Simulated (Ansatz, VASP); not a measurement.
**SnSe in VASP and in Ansatz**

INCAR

```
SYSTEM = SnSe
  ALGO = Normal
  EDIFF = 1E-7
  ENCUT = 520
  GGA = CA
  ISIF = 2
  ISMEAR = 0
  LASPH = .True.
  LCHARG = .False.
  LREAL = .False.
  LWAVE = .False.
  NBANDS = 17
  NELM = 60
  PREC = Accurate
  SIGMA = 0.05
```

File KPOINTS:

```
k-points
0
Gamma
  8 8 8
  0 0 0
```

Contents of POSCAR:

```
SnSe
1.0
    0.0000000000      3.0100000000      3.1153500000
    3.0100000000      0.0000000000      3.1153500000
    3.0100000000      3.0100000000      0.0000000000
Sn Se
1 1
Direct
    0.0000000000      0.0000000000      0.0000000000
    0.5000000000      0.5000000000      0.5000000000
```

Input for Ansatz:

```yaml
crystal:
  lattice:
    - [0.0, 3.01, 3.11535]
    - [3.01, 0.0, 3.11535]
    - [3.01, 3.01, 0.0]
  atoms:
    - { symbol: Sn, position: [0.0, 0.0, 0.0] }
    - { symbol: Se, position: [0.5, 0.5, 0.5] }
basis:
  ecutwfc: 420
kpoints:
  mp_grid: { grid: [8, 8, 8] }
hamiltonian:
  xc: lda
scf:
  occupations: { method: gaussian, width: 0.05 }
output:
  forces: true
  stress: true
  eigenvalues: true
```

Change from the starting cell: strain +0.0350 x Voigt [0, 0, 1, 0, 0, 0], atoms carried along.

Alike in both runs: task single point; functional LDA; k mesh 8 × 8 × 8; occupations gaussian, width 0.05 eV; no spin polarisation.

```csv
,VASP,Ansatz
version,VASP 6.6.1,Ansatz 0.2.0
potentials or method,"VASP PAW LDA potentials, release 64 (Sn_d, Se), cutoff 520 eV","scalar-relativistic, plane waves, PAW"
valence electrons in the cell,20,30
```

VASP gave:

* gap on the k mesh at the Fermi level (eV): 0.52
* least direct gap on the mesh (eV): 0.52
* pressure (GPa): -4.6
* traceless stress, the component that is largest in VASP (GPa): -1.97

Problem. Which values does Ansatz return?

Solution. gap on the k mesh at the Fermi level (eV): 0.50; least direct gap on the mesh (eV): 0.50; pressure (GPa): -4.6; traceless stress, the component that is largest in VASP (GPa): -1.95.

LDA's correlation is that of Perdew and Zunger in VASP and of Perdew and Wang (1992) in Ansatz. VASP's potentials hold 20 valence electrons a cell and Ansatz's 30, so a difference there can come from the potentials and not from the codes.
